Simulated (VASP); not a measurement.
# CaO (kpbe) (Fm-3m) in VASP: notebook, part 2 of 2

VASP 6.6.1.

## Step 4: Relaxation of cell and atoms, PBE

INCAR reads:

```
PREC = Accurate
ENCUT = 600
EDIFF = 1E-6
ISMEAR = 0
SIGMA = 0.02
LREAL = False
LASPH = True
NELM = 80
ALGO = Normal
ISIF = 3
LWAVE = False
LCHARG = False
GGA = PE
IBRION = 2
NSW = 100
EDIFFG = -0.002
```

KPOINTS reads:

```
Automatic mesh
0
Gamma
  8 8 8
```

POSCAR reads:

```
CaO
1.0
    0.0000000000      2.4535000000      2.4535000000
    2.4535000000      0.0000000000      2.4535000000
    2.4535000000      2.4535000000      0.0000000000
Ca O
1 1
Direct
    0.0000000000      0.0000000000      0.0000000000
    0.5000000000      0.5000000000      0.5000000000
```

Potentials or basis: VASP PAW PBE potentials, release 64 (Ca_sv, O).

On the command line:

```bash
$ cat potpaw_PBE.64/Ca_sv/POTCAR potpaw_PBE.64/O/POTCAR > POTCAR
$ mpirun -np 1 vasp_std > vasp.out
```

OUTCAR:

```text
PREC = Accurate
   ENCUT = 600
   EDIFF = 1E-6
   ISMEAR = 0
   LREAL = False
   LASPH = True
   NELM = 80
   ISIF = 3
   GGA = PE
   IBRION = 2
   NSW = 100
   EDIFFG = -0.002

 ion  position               nearest neighbor table
   1  0.000  0.000  0.000-   2 2.45   2 2.45   2 2.45   2 2.45   2 2.45   2 2.45
   2  0.500  0.500  0.500-   1 2.45   1 2.45   1 2.45   1 2.45   1 2.45   1 2.45

  LATTYP: Found a face centered cubic cell.
 ALAT       =     4.9070000000

  Lattice vectors:

 A1 = (   0.0000000000,   2.4535000000,   2.4535000000)
 A2 = (   2.4535000000,   0.0000000000,   2.4535000000)
 A3 = (   2.4535000000,   2.4535000000,   0.0000000000)

Analysis of symmetry for initial positions (statically):
=====================================================================
 Subroutine PRICEL returns:
 Original cell was already a primitive cell.

 Routine SETGRP: Setting up the symmetry group for a
 face centered cubic supercell.

 Subroutine GETGRP returns: Found 48 space group operations
 (whereof 48 operations were pure point group operations)
 out of a pool of 48 trial point group operations.

The static configuration has the point symmetry O_h .

Analysis of symmetry for dynamics (positions and initial velocities):
=====================================================================
 Subroutine PRICEL returns:
 Original cell was already a primitive cell.

 Routine SETGRP: Setting up the symmetry group for a
 face centered cubic supercell.

 Subroutine GETGRP returns: Found 48 space group operations
 (whereof 48 operations were pure point group operations)
 out of a pool of 48 trial point group operations.

The dynamic configuration has the point symmetry O_h .

 Subroutine INISYM returns: Found 48 space group operations
 (whereof 48 operations are pure point group operations),
 and found     1 'primitive' translations

----------------------------------------------------------------------------------------

                                     Primitive cell

  volume of cell :      29.5385

  direct lattice vectors                    reciprocal lattice vectors
     0.000000000  2.453500000  2.453500000    -0.203790503  0.203790503  0.203790503
     2.453500000  0.000000000  2.453500000     0.203790503 -0.203790503  0.203790503
     2.453500000  2.453500000  0.000000000     0.203790503  0.203790503 -0.203790503

  length of vectors
     3.469772975  3.469772975  3.469772975     0.352975506  0.352975506  0.352975506

  position of ions in fractional coordinates (direct lattice)
     0.000000000  0.000000000  0.000000000
     0.500000000  0.500000000  0.500000000

  ion indices of the primitive-cell ions
   primitive index   ion index
                 1           1
                 2           2

----------------------------------------------------------------------------------------

 KPOINTS: Automatic mesh

Automatic generation of k-mesh.
 Grid dimensions read from file:
[... 48 lines left out ...]
   number of dos      NEDOS =    301   number of ions     NIONS =      2
   total plane-waves  NPLWV =  21952
   dimension x,y,z NGX =    28 NGY =   28 NGZ =   28
   dimension x,y,z NGXF=    56 NGYF=   56 NGZF=   56
   ions per type =               1   1
   NGX,Y,Z   is equivalent  to a cutoff of  13.42, 13.42, 13.42 a.u.
   NGXF,Y,Z  is equivalent  to a cutoff of  26.83, 26.83, 26.83 a.u.
 SYSTEM =  unknown system
   PREC   = accura    normal or accurate (medium, high low for compatibility)
   ISTART =      0    job   : 0-new  1-cont  2-samecut
   ICHARG =      2    charge: 1-file 2-atom 10-const
   ISPIN  =      1    spin polarized calculation?
   LNONCOLLINEAR =      F non collinear calculations
   LSORBIT =      F    spin-orbit coupling
   LASPH  =      T    aspherical Exc in radial PAW
   ENCUT  =  600.0 eV  44.10 Ry    6.64 a.u.   6.93  6.93  6.93*2*pi/ulx,y,z
   NELM   =     80;   NELMIN=  2; NELMDL= -5     # of ELM steps
   EDIFF  = 0.1E-05   stopping-criterion for ELM
   LREAL  =      F    real-space projection
   EDIFFG = -.2E-02   stopping-criterion for IOM
   NSW    =    100    number of steps for IOM
   IBRION =      2    ionic relax: 0-MD 1-quasi-New 2-CG
   NFREE  =      1    steps in history (QN), initial steepest desc. (CG)
   ISIF   =      3    stress and relaxation
   ISYM   =      2    0-nonsym 1-usesym 2-fastsym
   POTIM  = 0.5000    time-step for ionic-motion
   TEBEG  =    0.0;   TEEND  =   0.0 temperature during run
   PSTRESS=    0.0 pullay stress
   NELECT =      16.0000    total number of electrons
   NUPDOWN=      -1.0000    fix difference up-down
   EMIN   =  10.00;   EMAX   =-10.00  energy-range for DOS
   EFERMI =   0.00;   METHOD = LEGACY
   ISMEAR =     0;   SIGMA  =   0.02  broadening in eV -4-tet -1-fermi 0-gaus
   EFERMI_NEDOS =   21; number of points for ismear=-14 and -15
   IALGO  =     38    algorithm
   IMIX   =      4    mixing-type and parameters
     AMIX     =   0.40;   BMIX     =  1.00
     AMIX_MAG =   1.60;   BMIX_MAG =  1.00
  volume/ion in A,a.u.               =      14.77        99.67
  Fermi-wavevector in a.u.,A,eV,Ry     =   1.334501  2.521840 24.230504  1.780892
  Thomas-Fermi vector in A             =   2.463277
   LORBIT       =      0    0 simple, 1 ext, 2 COOP (PROOUT), +10 PAW based schemes
   GGA     = PE    functional components
   LHFCALC =     F    Hartree Fock is set to
   AEXX    =    0.0000 exact exchange contribution
   IVDW    =     0    specifies the selected vdW correction
   LEPSILON=     F    determine dielectric tensor
   LRPA    =     F    only Hartree local field effects (RPA)
 conjugate gradient relaxation of ions
 non-spin polarized calculation
 Gauss-broadening in eV      SIGMA  =   0.02
  energy-cutoff  :      600.00
  volume of cell :       29.54
 maximum number of plane-waves:       995
   NGX = 13   NGY = 13   NGZ = 13

--------------------------------------- Ionic step        1  -------------------------------------------

 number of electron      16.0000005 magnetization

 Free energy of the ion-electron system (eV)
  ---------------------------------------------------
  ext. energy  EPLUGINS =         0.00000000
  ---------------------------------------------------
  free energy    TOTEN  =       -12.79322425 eV

  energy without entropy =      -12.79322425  energy(sigma->0) =      -12.79322425

------------------------ aborting loop because EDIFF is reached ----------------------------------------

  FORCE on cell =-STRESS in cart. coord.  units (eV):
  Direction    XX          YY          ZZ          XY          YZ          ZX
  --------------------------------------------------------------------------------------
  -------------------------------------------------------------------------------------
  Total       -0.7594793     -0.7594793     -0.7594793      0.0000000     -0.0000000      0.0000000
  in kB      -41.1944154    -41.1944154    -41.1944154      0.0000000     -0.0000000      0.0000000
  external PRESSURE =     -41.1944154 kB  Pullay stress =       0.0000000 kB
[... 59 lines left out ...]
--------------------------------------- Ionic step        3  -------------------------------------------

 number of electron      16.0000000 magnetization

 Free energy of the ion-electron system (eV)
  ---------------------------------------------------
  ext. energy  EPLUGINS =         0.00000000
  ---------------------------------------------------
  free energy    TOTEN  =       -12.80975987 eV

  energy without entropy =      -12.80975987  energy(sigma->0) =      -12.80975987

 E-fermi :   2.4512     XC(G=0): -10.3820

 val. band max:        2.2398635001   @ k =   0.0000   0.0000   0.0000
 cond. band min:       5.8816670994   @ k =   0.5000   0.5000   0.0000
 fundamental gap:      3.6418035993
 Fermi energy:         2.4512350120

 k-point     1 :       0.0000    0.0000    0.0000
  band No.  band energies     occupation
      1     -35.4748      2.00000
      2     -16.2525      2.00000
      3     -16.2525      2.00000
      4     -16.2525      2.00000
      5     -13.2553      2.00000
      6       2.2399      2.00000
      7       2.2399      2.00000
      8       2.2399      2.00000
      9       6.8000      0.00000
     10       8.4188      0.00000
     11       8.4188      0.00000
     12       8.4188      0.00000
[... 331 lines left out ...]
 k-point    24 :      -0.3750    0.2500    0.1250
  band No.  band energies     occupation
      1     -35.3660      2.00000
      2     -17.0727      2.00000
      3     -16.4762      2.00000
      4     -16.3702      2.00000
      5     -12.3952      2.00000
      6       0.2194      2.00000
      7       1.1307      2.00000
      8       1.2107      2.00000
      9       8.9134      0.00000
     10       8.9925      0.00000
     11      10.8845      0.00000
     12      11.0340      0.00000

 [... further k-points ...]
[... 5 lines left out ...]
  --------------------------------------------------------------------------------------
  -------------------------------------------------------------------------------------
  Total        0.0003712      0.0003712      0.0003712      0.0000000     -0.0000000      0.0000000
  in kB        0.0210164      0.0210164      0.0210164      0.0000000     -0.0000000      0.0000000
  external PRESSURE =       0.0210164 kB  Pullay stress =       0.0000000 kB
[... 17 lines left out ...]
  FREE ENERGIE OF THE ION-ELECTRON SYSTEM (eV)
  ---------------------------------------------------
  free  energy   TOTEN  =       -12.8097598697 eV

  energy  without entropy=      -12.8097598697  energy(sigma->0) =      -12.80975987

 reached required accuracy - stopping structural energy minimisation
```

OSZICAR:

```text
N       E                     dE             d eps       ncg     rms          rms(c)
DAV:   1     0.140603133081E+03    0.14060E+03   -0.93268E+03   696   0.149E+03
DAV:   2    -0.685293809950E+01   -0.14746E+03   -0.13654E+03   816   0.350E+02
DAV:   3    -0.142416013784E+02   -0.73887E+01   -0.73195E+01   864   0.805E+01
[... 26 lines left out ...]
DAV:   4    -0.128096389312E+02    0.34127E-03   -0.28057E-03  1100   0.490E-01    0.452E-02
DAV:   5    -0.128096538839E+02   -0.14953E-04   -0.25777E-05   868   0.603E-02    0.414E-02
DAV:   6    -0.128097579410E+02   -0.10406E-03   -0.13961E-04  1116   0.712E-02    0.165E-02
DAV:   7    -0.128097595329E+02   -0.15919E-05   -0.13366E-05  1148   0.345E-02    0.257E-03
DAV:   8    -0.128097598697E+02   -0.33685E-06   -0.39239E-07   432   0.567E-03
   3 F= -.12809760E+02 E0= -.12809760E+02  d E =-.165356E-01
```

It took 18 s on 1 thread of Intel Xeon Platinum 8559C (Emerald Rapids), shared host; peak memory 0.17 GiB.

Results:

* Free energy: -12.8098 eV
* Relaxed volume: 14.15 Å³/atom
* Relaxed cell: a = 3.421 Å, b = 3.421 Å, c = 3.421 Å, α = 60.00°, β = 60.00°, γ = 60.00°
* Space group after relaxing (to 0.05 Å): Fm-3m (No. 225)
* Energy gained by relaxing: 8.3 meV/atom
* Ionic steps: 3
* Pressure after relaxing: 0.0 GPa
* Band gap on the k mesh: 3.64 eV, indirect (least direct gap 4.02 eV)

Step by step:
| step | energy change (eV) | largest force (eV/Å) | pressure (GPa) | volume (Å³) |
| --- | --- | --- | --- | --- |
| 1 | 0.0000 | 0.0000 | -4.12 | 29.54 |
| 2 | -0.0150 | 0.0000 | 1.36 | 27.94 |
| 3 | -0.0165 | 0.0000 | 0.00 | 28.30 |

Final structure:
```yaml
crystal:
  lattice:
    - [0.00000, 2.41866, 2.41866]
    - [2.41866, 0.00000, 2.41866]
    - [2.41866, 2.41866, 0.00000]
  atoms:
    - { symbol: Ca, position: [0.00000, 0.00000, 0.00000] }
    - { symbol: O, position: [0.50000, 0.50000, 0.50000] }
```

A k mesh can miss the band edges. Expect the measured gap to be larger: semilocal functionals such as PBE lack the derivative discontinuity.

## Step 5: The runs side by side

```csv
task,cell,k mesh,cutoff (eV),smearing,gap on the mesh (eV),pressure (GPa)
single point,"a = 3.470 Å, angles 60.0°, 2 atoms",6 × 6 × 6,520,gaussian 0.1 eV,3.64,-4.0
single point,"a = 3.416 Å, angles 60.0°, 2 atoms",8 × 8 × 8,520,gaussian 0.02 eV,3.64,0.5
relaxation of cell and atoms,"relaxed from a = 3.470 Å, angles 60.0°, 2 atoms",8 × 8 × 8,600,gaussian 0.02 eV,3.64,0.0
```

Alike in all rows: level PBE; potentials or basis VASP PAW PBE potentials, release 64 (Ca_sv, O); no spin polarisation.

Absolute energies hang on the potentials; compare differences alone.
